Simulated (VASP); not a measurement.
# Fe (Im-3m) in VASP: notebook, part 2 of 2

VASP 6.6.1.

## (4) Single point, PBE, collinear spin, ferromagnetic start (volume scaled by 1.04)

File INCAR:

```
ALGO = Normal
EDIFF = 1E-7
ENCUT = 520
GGA = PE
ISIF = 2
ISMEAR = -1
ISPIN = 2
LASPH = True
LCHARG = False
LMAXMIX = 4
LORBIT = 11
LREAL = False
LWAVE = False
MAGMOM = 2.138 2.138
NBANDS = 19
NELM = 150
PREC = Accurate
SIGMA = 0.05
```

File KPOINTS:

```
k-points
0
Gamma
  18 18 18
```

File POSCAR:

```
Fe
1.0
    2.8282376056      0.0000000000      0.0000000000
    0.0000000000      2.8282376056      0.0000000000
    0.0000000000      0.0000000000      2.8282376056
Fe
2
Direct
    0.0000000000      0.0000000000      0.0000000000
    0.5000000000      0.5000000000      0.5000000000
```

Potentials or basis: VASP PAW PBE potentials, release 64 (Fe).

Started as:

```
$ cat potpaw_PBE.64/Fe/POTCAR > POTCAR
$ mpirun -np 1 vasp_std > vasp.out
```

OUTCAR:

```text
EDIFF = 1E-7
   ENCUT = 520
   GGA = PE
   ISIF = 2
   ISMEAR = -1
   ISPIN = 2
   LASPH = True
   LORBIT = 11
   LREAL = False
   NELM = 150
   PREC = Accurate

 ion  position               nearest neighbor table
   1  0.000  0.000  0.000-   2 2.45   2 2.45   2 2.45   2 2.45   2 2.45   2 2.45   2 2.45   2 2.45

   2  0.500  0.500  0.500-   1 2.45   1 2.45   1 2.45   1 2.45   1 2.45   1 2.45   1 2.45   1 2.45

  LATTYP: Found a simple cubic cell.
 ALAT       =     2.8282376056

  Lattice vectors:

 A1 = (   2.8282376056,   0.0000000000,   0.0000000000)
 A2 = (   0.0000000000,   2.8282376056,   0.0000000000)
 A3 = (   0.0000000000,   0.0000000000,   2.8282376056)
[... 1298 lines left out ...]
 VOLUME and BASIS-vectors are now :
 -----------------------------------------------------------------------------
  energy-cutoff  :      520.00
  volume of cell :       22.62
      direct lattice vectors                 reciprocal lattice vectors
     2.828237606  0.000000000  0.000000000     0.353577082  0.000000000  0.000000000
     0.000000000  2.828237606  0.000000000     0.000000000  0.353577082  0.000000000
     0.000000000  0.000000000  2.828237606     0.000000000  0.000000000  0.353577082

 POSITION                                       TOTAL-FORCE (eV/Angst)
 -----------------------------------------------------------------------------------
      0.00000      0.00000      0.00000         0.000000      0.000000     -0.000000
      1.41412      1.41412      1.41412         0.000000     -0.000000      0.000000
 -----------------------------------------------------------------------------------
    total drift:                                0.000000      0.000000     -0.000000

  FREE ENERGIE OF THE ION-ELECTRON SYSTEM (eV)
  ---------------------------------------------------
  free  energy   TOTEN  =       -16.4936459074 eV

  energy  without entropy=      -16.4776454426  energy(sigma->0) =      -16.48564568

 total charge

# of ion       s       p       d       tot
------------------------------------------
    1        0.489   0.545   6.242   7.277
    2        0.489   0.545   6.242   7.277
--------------------------------------------------
tot          0.978   1.091  12.484  14.554

 magnetization (x)

# of ion       s       p       d       tot
------------------------------------------
    1       -0.013  -0.055   2.244   2.176
    2       -0.013  -0.055   2.244   2.176
--------------------------------------------------
tot         -0.026  -0.110   4.488   4.351
```

OSZICAR:

```text
N       E                     dE             d eps       ncg     rms          rms(c)
DAV:   1     0.759002535201E+02    0.75900E+02   -0.72365E+03 18088   0.107E+03
DAV:   2    -0.152262397450E+02   -0.91126E+02   -0.80389E+02 16813   0.202E+02
DAV:   3    -0.185546499096E+02   -0.33284E+01   -0.31940E+01 18391   0.495E+01
DAV:   4    -0.185813673375E+02   -0.26717E-01   -0.26704E-01 18610   0.413E+00
DAV:   5    -0.185816670735E+02   -0.29974E-03   -0.29973E-03 18751   0.411E-01    0.162E+01
DAV:   6    -0.166327360193E+02    0.19489E+01   -0.74544E+00 18291   0.553E+01    0.788E+00
DAV:   7    -0.165171075087E+02    0.11563E+00   -0.71994E-01 19179   0.153E+01    0.475E+00
DAV:   8    -0.165078042634E+02    0.93032E-02   -0.15834E-02 20105   0.951E-01    0.206E+00
DAV:   9    -0.164934104380E+02    0.14394E-01   -0.55932E-03 22763   0.675E-01    0.563E-01
DAV:  10    -0.164936734667E+02   -0.26303E-03   -0.17713E-03 20785   0.472E-01    0.214E-01
DAV:  11    -0.164936390088E+02    0.34458E-04   -0.22016E-04 20297   0.224E-01    0.542E-02
DAV:  12    -0.164936445102E+02   -0.55013E-05   -0.16711E-05 19747   0.500E-02    0.133E-02
DAV:  13    -0.164936452875E+02   -0.77733E-06   -0.10588E-06 20356   0.944E-03    0.106E-02
DAV:  14    -0.164936459538E+02   -0.66629E-06   -0.42471E-07 18267   0.855E-03    0.920E-04
DAV:  15    -0.164936459074E+02    0.46389E-07   -0.10912E-08  9209   0.962E-04
   1 F= -.16493646E+02 E0= -.16485646E+02  d E =-.160005E-01  mag=     4.3587
```

Run time: 3.5 min. Hardware: 1 thread of Intel Xeon 8259CL, shared host; peak memory 0.25 GiB.

What came out:

```
Free energy                                           : -16.4936 eV
Pressure                                              : 0.6 GPa
Net moment                                            : 4.36 μB per cell
Site moments                                          : Fe +2.18 μB
Valence electrons inside the program's atomic spheres : Fe 7.28
```

Levels at points of the mesh, in eV from the Fermi level:
Spin up:
```
           k point  band 8  band 9  band 10  band 11  band 12  band 13
(0.00, 0.00, 0.00)   -1.09    0.13     0.13     0.13     9.97     9.97
(0.50, 0.00, 0.00)   -1.86   -1.11    -1.11     0.23     0.23    17.15
(0.50, 0.50, 0.00)   -0.90    0.40     0.40     0.52     0.52     7.40
(0.50, 0.50, 0.50)   -0.86   -0.86    -0.86     8.67     8.67     8.67
```
Spin down:
| k point | band 2 | band 3 | band 4 | band 5 | band 6 | band 7 | band 8 | band 9 | band 10 | band 11 |
| --- | --- | --- | --- | --- | --- | --- | --- | --- | --- | --- |
| (0.00, 0.00, 0.00) | -3.05 | -3.05 | -0.41 | -0.41 | -0.41 | 1.66 | 1.66 | 2.30 | 2.30 | 2.30 |
| (0.50, 0.00, 0.00) | -4.07 | -0.79 | -0.79 | -0.03 | -0.03 | -0.03 | -0.03 | 0.91 | 0.91 | 2.58 |
| (0.50, 0.50, 0.00) | -3.67 | -1.70 | -1.70 | 0.63 | 0.63 | 1.51 | 1.51 | 1.92 | 1.92 | 2.60 |
| (0.50, 0.50, 0.50) | -1.86 | -1.86 | -1.86 | -1.86 | -1.86 | 1.96 | 1.96 | 1.96 | 1.96 | 9.55 |

Caveat: the cell differs from its parent crystal (volume scaled by 1.04).

## (5) Single point, PBE

This run uses another cell than the first one, of 10.53 Å³/atom, 0.927 times its volume.

File INCAR:

```
  PREC = Accurate
  ENCUT = 520
  EDIFF = 1E-6
  ISMEAR = -1
  SIGMA = 0.1
  LREAL = False
  LASPH = True
  NELM = 60
  ALGO = Normal
  ISIF = 2
  LWAVE = False
  LCHARG = False
  GGA = PE
  NBANDS = 10
```

File KPOINTS:

```
Automatic mesh
0
Gamma
  15 15 15
```

File POSCAR:

```
Fe
1.0
   -1.3807997163      1.3807997163      1.3807997163
    1.3807997163     -1.3807997163      1.3807997163
    1.3807997163      1.3807997163     -1.3807997163
Fe
1
Direct
    0.0000000000      0.0000000000      0.0000000000
```

Potentials or basis: VASP PAW PBE potentials, release 64 (Fe).

Started as:

```
$ cat potpaw_PBE.64/Fe/POTCAR > POTCAR
$ mpirun -np 1 vasp_std > vasp.out
```

OUTCAR:

```text
PREC = Accurate
   ENCUT = 520
   EDIFF = 1E-6
   ISMEAR = -1
   LREAL = False
   LASPH = True
   NELM = 60
   ISIF = 2
   GGA = PE

 ion  position               nearest neighbor table
   1  0.000  0.000  0.000-

  LATTYP: Found a body centered cubic cell.
 ALAT       =     2.7615994326

  Lattice vectors:

 A1 = (  -1.3807997163,   1.3807997163,   1.3807997163)
 A2 = (   1.3807997163,  -1.3807997163,   1.3807997163)
[... 489 lines left out ...]
      8      20.4169      0.00000
      9      27.1210      0.00000
     10      34.1043      0.00000

 [... further k-points ...]

------------------------ aborting loop because EDIFF is reached ----------------------------------------

  FORCE on cell =-STRESS in cart. coord.  units (eV):
  Direction    XX          YY          ZZ          XY          YZ          ZX
  --------------------------------------------------------------------------------------
  -------------------------------------------------------------------------------------
  Total       -0.0326703     -0.0326703     -0.0326703      0.0000000     -0.0000000      0.0000000
  in kB       -4.9706271     -4.9706271     -4.9706271      0.0000000     -0.0000000      0.0000000
  external PRESSURE =      -4.9706271 kB  Pullay stress =       0.0000000 kB

 VOLUME and BASIS-vectors are now :
 -----------------------------------------------------------------------------
  energy-cutoff  :      520.00
  volume of cell :       10.53
      direct lattice vectors                 reciprocal lattice vectors
    -1.380799716  1.380799716  1.380799716     0.000000000  0.362108997  0.362108997
     1.380799716 -1.380799716  1.380799716     0.362108997  0.000000000  0.362108997
     1.380799716  1.380799716 -1.380799716     0.362108997  0.362108997  0.000000000

 POSITION                                       TOTAL-FORCE (eV/Angst)
 -----------------------------------------------------------------------------------
      0.00000      0.00000      0.00000         0.000000      0.000000      0.000000
 -----------------------------------------------------------------------------------
    total drift:                                0.000000     -0.000000      0.000000

  FREE ENERGIE OF THE ION-ELECTRON SYSTEM (eV)
  ---------------------------------------------------
  free  energy   TOTEN  =        -7.8191328293 eV

  energy  without entropy=       -7.7141861170  energy(sigma->0) =       -7.76665947
```

OSZICAR:

```text
N       E                     dE             d eps       ncg     rms          rms(c)
DAV:   1     0.185368539374E+02    0.18537E+02   -0.43851E+03  2490   0.105E+03
DAV:   2    -0.873544938820E+01   -0.27272E+02   -0.26028E+02  2410   0.137E+02
DAV:   3    -0.927347305860E+01   -0.53802E+00   -0.52848E+00  2692   0.240E+01
DAV:   4    -0.927557749686E+01   -0.21044E-02   -0.21041E-02  2564   0.136E+00
DAV:   5    -0.927559164257E+01   -0.14146E-04   -0.14146E-04  2616   0.109E-01    0.119E+01
DAV:   6    -0.793097485012E+01    0.13446E+01   -0.11520E+01  2586   0.530E+01    0.208E+00
DAV:   7    -0.783721011956E+01    0.93765E-01   -0.61720E-01  2640   0.119E+01    0.957E-01
DAV:   8    -0.782228337942E+01    0.14927E-01   -0.12764E-02  3574   0.110E+00    0.337E-01
DAV:   9    -0.781913155929E+01    0.31518E-02   -0.17186E-03  2860   0.326E-01    0.598E-02
DAV:  10    -0.781913915931E+01   -0.76000E-05   -0.54579E-06  2656   0.243E-02    0.258E-02
DAV:  11    -0.781913274408E+01    0.64152E-05   -0.41178E-07  1380   0.487E-03    0.138E-03
DAV:  12    -0.781913282926E+01   -0.85187E-07   -0.12411E-08  1250   0.147E-03
   1 F= -.78191328E+01 E0= -.77666595E+01  d E =-.104947E+00
```

stdout:

```text
POSCAR found type information on POSCAR Fe
 POSCAR found :  1 types and       1 ions
 scaLAPACK will be used
 LDA part: xc-table for (Slater+PW92), standard interpolation
 POSCAR, INCAR and KPOINTS ok, starting setup
 FFT: planning ... GRIDC
 FFT: planning ... GRID_SOFT
 FFT: planning ... GRID
 WAVECAR not read
 entering main loop
```

It took 18 s on 1 thread of AMD EPYC 7R13, shared host; peak memory 0.1 GiB.

Results:

```yaml
Free_energy: -7.8191 eV
Pressure: -0.5 GPa
Band_gap_on_the_k_mesh: zero (band 4 reaches 7.64 eV, above the bottom of band 5 at 5.77 eV)
```

Caveat: the run has no spin polarisation, though such a crystal can be magnetic. Spin polarisation is off, so any magnetic state and its effect on volume and gap are missing.

## (6) The runs side by side

| spin | cell | k mesh | smearing | gap on the mesh (eV) | pressure (GPa) | moment (μB) |
| --- | --- | --- | --- | --- | --- | --- |
| collinear, ferromagnetic start | a = 2.453 Å, angles 109.5°, 1 atom | 15 × 15 × 15 | fermi-dirac 0.6 eV | none | -0.4 | 0.65 |
| collinear, ferromagnetic start | a = 2.828 Å, 2 atoms | 18 × 18 × 18 | fermi-dirac 0.05 eV | none | 0.6 | 4.36 |
| off | a = 2.392 Å, angles 109.5°, 1 atom | 15 × 15 × 15 | fermi-dirac 0.1 eV | none | -0.5 | - |

Alike in all rows: task single point; level PBE; potentials or basis VASP PAW PBE potentials, release 64 (Fe); cutoff (eV) 520.

Total energies depend on the potentials used, so only differences within one code and one set of settings carry meaning.
